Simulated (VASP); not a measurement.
# Si2Ni (Fm-3m) in VASP: notebook

The runs below take Si2Ni through single point, relaxation of cell and atoms, with PBE.

All numbers are computed with VASP 6.6.1; they aren't measurements. Logs are shortened: lines on timing, memory, paths and dates and some standing lists are left out, and cuts for length are marked.

### Step 1. The cell of the first run

Symmetry: Fm-3m, No. 225, cubic system. The conventional cell has a = 5.448 Å, b = 5.448 Å, c = 5.448 Å, α = 90.00°, β = 90.00°, γ = 90.00°. Within 3.1 Å of Si (site symmetry -43m) lie 4 Ni at 2.36 Å and 6 Si at 2.72 Å. Within 3.1 Å of Ni (site symmetry m-3m) lie 8 Si at 2.36 Å.

### Step 2. Single point, PBE

Contents of INCAR:

```
SYSTEM = Si2Ni
ALGO     = Normal         ! electronic algorithm
EDIFF    = 1E-6           ! SCF threshold, eV
ENCUT    = 520            ! plane-wave cutoff, eV
GGA      = PE             ! functional
ISIF     = 2              ! what is computed and relaxed
ISMEAR   = 0              ! smearing method
LASPH    = .True.         ! aspherical terms in the spheres
LCHARG   = .False.        ! write CHGCAR
LREAL    = .False.        ! projectors in reciprocal space
LWAVE    = .False.        ! write WAVECAR
NBANDS   = 16             ! bands
NELM     = 100            ! most SCF steps
PREC     = Accurate       ! precision mode
SIGMA    = 0.1            ! smearing width, eV
```

Contents of KPOINTS:

```
k-points
0
Gamma
  14 14 14
  0 0 0
```

Contents of POSCAR:

```
Si2Ni
1.0
    0.0000000000      2.7237598005      2.7237598005
    2.7237598005      0.0000000000      2.7237598005
    2.7237598005      2.7237598005      0.0000000000
Si Ni
2 1
Direct
    0.2500000000      0.2500000000      0.2500000000
    0.7500000000      0.7500000000      0.7500000000
    0.0000000000      0.0000000000      0.0000000000
```

Potentials or basis: VASP PAW PBE potentials, release 64 (Si, Ni).

On the command line:

```
> cat potpaw_PBE.64/Si/POTCAR potpaw_PBE.64/Ni/POTCAR > POTCAR
> mpirun -np 1 vasp_std > vasp.out
```

OUTCAR:

```text
SYSTEM = Si2Ni
   EDIFF = 1E-6
   ENCUT = 520
   GGA = PE
   ISIF = 2
   ISMEAR = 0
   LASPH = .True.
   LREAL = .False.
   NELM = 100
   PREC = Accurate

 ion  position               nearest neighbor table
   1  0.250  0.250  0.250-   3 2.36   3 2.36   3 2.36   3 2.36   2 2.72   2 2.72   2 2.72   2 2.72
                             2 2.72   2 2.72
   2  0.750  0.750  0.750-   3 2.36   3 2.36   3 2.36   3 2.36   1 2.72   1 2.72   1 2.72   1 2.72
                             1 2.72   1 2.72
   3  0.000  0.000  0.000-   2 2.36   2 2.36   2 2.36   1 2.36   2 2.36   1 2.36   1 2.36   1 2.36

  LATTYP: Found a face centered cubic cell.
 ALAT       =     5.4475196010

  Lattice vectors:

 A1 = (   0.0000000000,   2.7237598005,   2.7237598005)
 A2 = (   2.7237598005,   0.0000000000,   2.7237598005)
 A3 = (   2.7237598005,   2.7237598005,   0.0000000000)

Analysis of symmetry for initial positions (statically):
=====================================================================
 Subroutine PRICEL returns:
 Original cell was already a primitive cell.

 Routine SETGRP: Setting up the symmetry group for a
 face centered cubic supercell.

 Subroutine GETGRP returns: Found 48 space group operations
 (whereof 48 operations were pure point group operations)
 out of a pool of 48 trial point group operations.

The static configuration has the point symmetry O_h .

Analysis of symmetry for dynamics (positions and initial velocities):
=====================================================================
 Subroutine PRICEL returns:
 Original cell was already a primitive cell.

 Routine SETGRP: Setting up the symmetry group for a
 face centered cubic supercell.

 Subroutine GETGRP returns: Found 48 space group operations
 (whereof 48 operations were pure point group operations)
 out of a pool of 48 trial point group operations.

The dynamic configuration has the point symmetry O_h .

 Subroutine INISYM returns: Found 48 space group operations
 (whereof 48 operations are pure point group operations),
 and found     1 'primitive' translations

----------------------------------------------------------------------------------------

                                     Primitive cell

  volume of cell :      40.4144

  direct lattice vectors                    reciprocal lattice vectors
     0.000000000  2.723759800  2.723759800    -0.183569785  0.183569785  0.183569785
[... 82 lines left out ...]
   ISPIN  =      1    spin polarized calculation?
   LNONCOLLINEAR =      F non collinear calculations
   LSORBIT =      F    spin-orbit coupling
   LASPH  =      T    aspherical Exc in radial PAW
   ENCUT  =  520.0 eV  38.22 Ry    6.18 a.u.   7.16  7.16  7.16*2*pi/ulx,y,z
   NELM   =    100;   NELMIN=  2; NELMDL= -5     # of ELM steps
   EDIFF  = 0.1E-05   stopping-criterion for ELM
   LREAL  =      F    real-space projection
   EDIFFG = 0.1E-04   stopping-criterion for IOM
   NSW    =      0    number of steps for IOM
   IBRION =     -1    ionic relax: 0-MD 1-quasi-New 2-CG
   NFREE  =      0    steps in history (QN), initial steepest desc. (CG)
   ISIF   =      2    stress and relaxation
   ISYM   =      2    0-nonsym 1-usesym 2-fastsym
   POTIM  = 0.5000    time-step for ionic-motion
   TEBEG  =    0.0;   TEEND  =   0.0 temperature during run
   PSTRESS=    0.0 pullay stress
   NELECT =      18.0000    total number of electrons
   NUPDOWN=      -1.0000    fix difference up-down
   EMIN   =  10.00;   EMAX   =-10.00  energy-range for DOS
   EFERMI =   0.00;   METHOD = LEGACY
   ISMEAR =     0;   SIGMA  =   0.10  broadening in eV -4-tet -1-fermi 0-gaus
   EFERMI_NEDOS =   21; number of points for ismear=-14 and -15
   IALGO  =     38    algorithm
   IMIX   =      4    mixing-type and parameters
     AMIX     =   0.40;   BMIX     =  1.00
     AMIX_MAG =   1.60;   BMIX_MAG =  1.00
  volume/ion in A,a.u.               =      13.47        90.91
  Fermi-wavevector in a.u.,A,eV,Ry     =   1.250221  2.362576 21.266628  1.563053
  Thomas-Fermi vector in A             =   2.384225
   LORBIT       =      0    0 simple, 1 ext, 2 COOP (PROOUT), +10 PAW based schemes
   GGA     = PE    functional components
   LHFCALC =     F    Hartree Fock is set to
   AEXX    =    0.0000 exact exchange contribution
   IVDW    =     0    specifies the selected vdW correction
   LEPSILON=     F    determine dielectric tensor
   LRPA    =     F    only Hartree local field effects (RPA)
 non-spin polarized calculation
 Gauss-broadening in eV      SIGMA  =   0.10
  energy-cutoff  :      520.00
  volume of cell :       40.41
 maximum number of plane-waves:      1106
 NGX is ok and might be reduce to    30
   NGX = 15   NGY = 15   NGZ = 15

 number of electron      17.9999992 magnetization

 Free energy of the ion-electron system (eV)
  ---------------------------------------------------
  ext. energy  EPLUGINS =         0.00000000
  ---------------------------------------------------
  free energy    TOTEN  =       -17.37225833 eV

  energy without entropy =      -17.36820578  energy(sigma->0) =      -17.37023205

 E-fermi :  10.1319     XC(G=0): -11.4813

 val. band max:       10.0499611577   @ k =   0.4286   0.2857   0.0000
 cond. band min:      10.1515409535   @ k =  -0.4286   0.4286   0.0714
 fundamental gap:      0.1015797959
 Fermi energy:        10.1318909287

 k-point     1 :       0.0000    0.0000    0.0000
  band No.  band energies     occupation
      1      -3.5183      2.00000
      2       5.0678      2.00000
      3       5.0678      2.00000
      4       5.0678      2.00000
      5       6.7380      2.00000
      6       6.7380      2.00000
[... 433 lines left out ...]
      3       5.2222      2.00000
      4       5.2679      2.00000
      5       6.2160      2.00000
      6       6.8633      2.00000
[... 8 lines left out ...]
     15      17.1561      0.00000
     16      17.3677      0.00000

 [... further k-points ...]
[... 5 lines left out ...]
  --------------------------------------------------------------------------------------
  -------------------------------------------------------------------------------------
  Total       -0.0492236     -0.0492236     -0.0492236     -0.0000000     -0.0000000      0.0000000
  in kB       -1.9514066     -1.9514066     -1.9514066     -0.0000000     -0.0000000      0.0000000
  external PRESSURE =      -1.9514066 kB  Pullay stress =       0.0000000 kB

 VOLUME and BASIS-vectors are now :
 -----------------------------------------------------------------------------
  energy-cutoff  :      520.00
  volume of cell :       40.41
      direct lattice vectors                 reciprocal lattice vectors
     0.000000000  2.723759800  2.723759800    -0.183569785  0.183569785  0.183569785
     2.723759800  0.000000000  2.723759800     0.183569785 -0.183569785  0.183569785
     2.723759800  2.723759800  0.000000000     0.183569785  0.183569785 -0.183569785

 POSITION                                       TOTAL-FORCE (eV/Angst)
 -----------------------------------------------------------------------------------
      1.36188      1.36188      1.36188         0.000000      0.000000      0.000000
      4.08564      4.08564      4.08564        -0.000000     -0.000000     -0.000000
      0.00000      0.00000      0.00000        -0.000000     -0.000000      0.000000
 -----------------------------------------------------------------------------------
    total drift:                                0.000000     -0.000000     -0.000000

  FREE ENERGIE OF THE ION-ELECTRON SYSTEM (eV)
  ---------------------------------------------------
  free  energy   TOTEN  =       -17.3722583293 eV

  energy  without entropy=      -17.3682057756  energy(sigma->0) =      -17.37023205
```

OSZICAR:

```text
N       E                     dE             d eps       ncg     rms          rms(c)
DAV:   1     0.632595254118E+02    0.63260E+02   -0.77533E+03  3344   0.115E+03
DAV:   2    -0.159572589726E+02   -0.79217E+02   -0.72404E+02  3632   0.211E+02
DAV:   3    -0.193275465929E+02   -0.33703E+01   -0.33095E+01  4360   0.471E+01
DAV:   4    -0.193805814104E+02   -0.53035E-01   -0.53006E-01  3824   0.566E+00
DAV:   5    -0.193819454024E+02   -0.13640E-02   -0.13639E-02  4392   0.965E-01    0.162E+01
DAV:   6    -0.244077048976E+02   -0.50258E+01   -0.41716E+01  3424   0.150E+02    0.256E+01
DAV:   7    -0.175300894646E+02    0.68776E+01   -0.12460E+01  4152   0.925E+01    0.386E+00
DAV:   8    -0.174091027494E+02    0.12099E+00   -0.16800E+00  4456   0.209E+01    0.254E+00
DAV:   9    -0.173732292435E+02    0.35874E-01   -0.24069E-01  4000   0.814E+00    0.608E-01
DAV:  10    -0.173721969900E+02    0.10323E-02   -0.66838E-03  5040   0.129E+00    0.327E-01
DAV:  11    -0.173722259599E+02   -0.28970E-04   -0.95964E-04  3856   0.363E-01    0.311E-02
DAV:  12    -0.173722544380E+02   -0.28478E-04   -0.56023E-05  4392   0.570E-02    0.238E-02
DAV:  13    -0.173722577761E+02   -0.33382E-05   -0.21247E-05  3688   0.683E-02    0.737E-03
DAV:  14    -0.173722583293E+02   -0.55315E-06   -0.10044E-06  3024   0.736E-03
   1 F= -.17372258E+02 E0= -.17370232E+02  d E =-.405255E-02
```

stdout:

```text
POSCAR found type information on POSCAR SiNi
 POSCAR found :  2 types and       3 ions
 scaLAPACK will be used
 LDA part: xc-table for (Slater+PW92), standard interpolation
 POSCAR, INCAR and KPOINTS ok, starting setup
 FFT: planning ... GRIDC
 FFT: planning ... GRID_SOFT
 FFT: planning ... GRID
 WAVECAR not read
 entering main loop
```

Run time: 84 s. Hardware: 1 thread of Intel Xeon Platinum 8259CL at 2.50GHz (Skylake/Cascade Lake), shared host; peak memory 0.21 GiB.

What came out:

```yaml
Free_energy: -17.3723 eV
Pressure: -0.2 GPa
Band_gap_on_the_k_mesh: zero (band 9 reaches 11.79 eV, above the bottom of band 10 at 9.65 eV)
```

Spin polarisation is off, so any magnetic state and its effect on volume and gap are missing.

### Step 3. Relaxation of cell and atoms, PBE

Contents of INCAR:

```
PREC = Accurate
ENCUT = 600
EDIFF = 1E-7
ISMEAR = 0
SIGMA = 0.1
LREAL = F
LASPH = T
NELM = 80
ALGO = Normal
ISIF = 3
LWAVE = F
LCHARG = F
GGA = PE
IBRION = 2
NSW = 100
EDIFFG = -0.01
```

Contents of KPOINTS:

```
regular mesh
0
Gamma
  14 14 14
```

Contents of POSCAR:

```
Si2Ni
1.0
    0.0000000000      2.7241162276      2.7241162276
    2.7241162276      0.0000000000      2.7241162276
    2.7241162276      2.7241162276      0.0000000000
Si Ni
2 1
Direct
    0.2500000000      0.2500000000      0.2500000000
    0.7500000000      0.7500000000      0.7500000000
    0.0000000000      0.0000000000      0.0000000000
```

Potentials or basis: VASP PAW PBE potentials, release 64 (Si, Ni).

On the command line:

```
> cat potpaw_PBE.64/Si/POTCAR potpaw_PBE.64/Ni/POTCAR > POTCAR
> mpirun -np 1 vasp_std > vasp.out
```

Run time: 1.8 min. Hardware: 1 thread of Intel Xeon Platinum 8259CL at 2.50GHz (Skylake/Cascade Lake), shared host; peak memory 0.23 GiB.

The run converged. Its results:

```
Free energy                            : -17.3721 eV
Relaxed volume                         : 13.46 Å³/atom
Relaxed cell                           : a = 3.851 Å, b = 3.851 Å, c = 3.851 Å, α = 60.00°, β = 60.00°, γ = 60.00°
Space group after relaxing (to 0.05 Å) : Fm-3m (No. 225)
Energy gained by relaxing              : 0.0 meV/atom
Ionic steps                            : 3
Pressure after relaxing                : 0.0 GPa
Band gap on the k mesh                 : zero (band 9 reaches 11.80 eV, above the bottom of band 10 at 9.66 eV)
```

Final structure:
```
Si Ni
1.0
     0.00000    2.72311    2.72311
     2.72311    0.00000    2.72311
     2.72311    2.72311    0.00000
Si Ni
2 1
Direct
  0.25000 0.25000 0.25000
  0.75000 0.75000 0.75000
  0.00000 0.00000 0.00000
```

Levels at points of the mesh, in eV from the Fermi level:
```
           k point  band 6  band 7  band 8  band 9  band 10  band 11  band 12  band 13
(0.00, 0.00, 0.00)   -3.40   -0.49    1.66    1.66     1.66     2.31     2.31     2.31
(0.50, 0.00, 0.00)   -3.22   -3.22   -1.40   -1.40     1.74     1.78     1.78     2.47
(0.50, 0.50, 0.00)   -3.49   -3.49   -3.33   -3.01    -0.46     1.45     7.73     8.12
```

Spin polarisation is off, so any magnetic state and its effect on volume and gap are missing.
